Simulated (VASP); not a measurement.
Set up this calculation in VASP 6.6.1, as the native input.

| Item | Value |
| --- | --- |
| Task | single point |
| Functional | PBEsol |
| Potentials or basis | VASP PAW PBE potentials, release 64 (Cu, Mo_sv, S) |
| Cutoff | 520 eV |
| k mesh | 3 × 3 × 2 |
| Occupations | gaussian, width 0.05 eV |
| Spin | no spin polarisation |
| Dipole correction | no |
| Further INCAR settings | LREAL = Auto; ALGO = Normal; EDIFF = 1e-07; NBANDS = 120 |

The structure of CuMo7S16 lies in POSCAR:

```
CuMo7S16
1.0
    6.3379961000      0.0000000000      0.0000000000
   -3.1689980000      5.4888656000      0.0000000000
    0.0000000000      0.0000000000     12.3240000000
Cu Mo S
1 7 16
Direct
    0.1287731764      0.2521828836      0.2711607937
    0.1803361898      0.8340173329      0.2462490033
    0.6738740647      0.3421279711      0.2449304434
    0.6593367891      0.8338577768      0.2461954150
    0.3353838115      0.1716719165      0.7507586194
    0.3355241240      0.6717564441      0.7509990081
    0.8354434532      0.1716036562      0.7507536684
    0.8354942591      0.6718071866      0.7512850826
    0.1687083528      0.3382785297      0.6250073474
    0.1683712868      0.8377188940      0.6252783690
    0.6691991384      0.3391775903      0.6255254657
    0.6685428146      0.8377030565      0.6252386598
    0.3371047816      0.1914171435      0.1318602412
    0.3624625888      0.7193525384      0.1089334244
    0.8598498138      0.1912480712      0.1318478222
    0.8451203334      0.6843935071      0.1216782441
    0.1687717880      0.3384041585      0.8763233726
    0.1691272150      0.8389649370      0.8766447203
    0.6684840657      0.3377459394      0.8768459560
    0.6691117010      0.8389749944      0.8766654035
    0.3612639003      0.1391670947      0.3814475887
    0.3115494881      0.6173869477      0.3598919819
    0.7830515769      0.1388698918      0.3814782843
    0.8393124886      0.6729114864      0.3704678246
```

These files were run (other wordings do the same):

INCAR

```
SYSTEM = CuMo7S16
ALGO = Normal
EDIFF = 1E-7
ENCUT = 520
GGA = PS
ISIF = 2
ISMEAR = 0
LASPH = .True.
LCHARG = .False.
LREAL = Auto
LWAVE = .False.
NBANDS = 120
NELM = 80
PREC = Accurate
SIGMA = 0.05
```

KPOINTS

```
k-points
0
Gamma
  3 3 2
  0 0 0
```

Potentials or basis: VASP PAW PBE potentials, release 64 (Cu, Mo_sv, S).

Command:

```console
$ cat potpaw_PBE.64/Cu/POTCAR potpaw_PBE.64/Mo_sv/POTCAR potpaw_PBE.64/S/POTCAR > POTCAR
$ mpirun -np 1 vasp_std > vasp.out
```

Results of the run:

| Item | Value |
| --- | --- |
| Pressure | -0.2 GPa |
| Largest force | 0.201 eV/Å |
| Band gap on the k mesh | zero (an odd number of electrons rules out a gap without spin polarisation) |

Caveat: the k points lie up to 0.38 Å⁻¹ apart, too coarse for converged energies and pressures of a metal; the PAW data sets were made with another functional, which shifts forces and pressure a little.

Run time: 23 min on 1 thread of AMD EPYC 7R13 Processor (Zen 3), with other jobs on the host, peak memory 0.66 GiB.
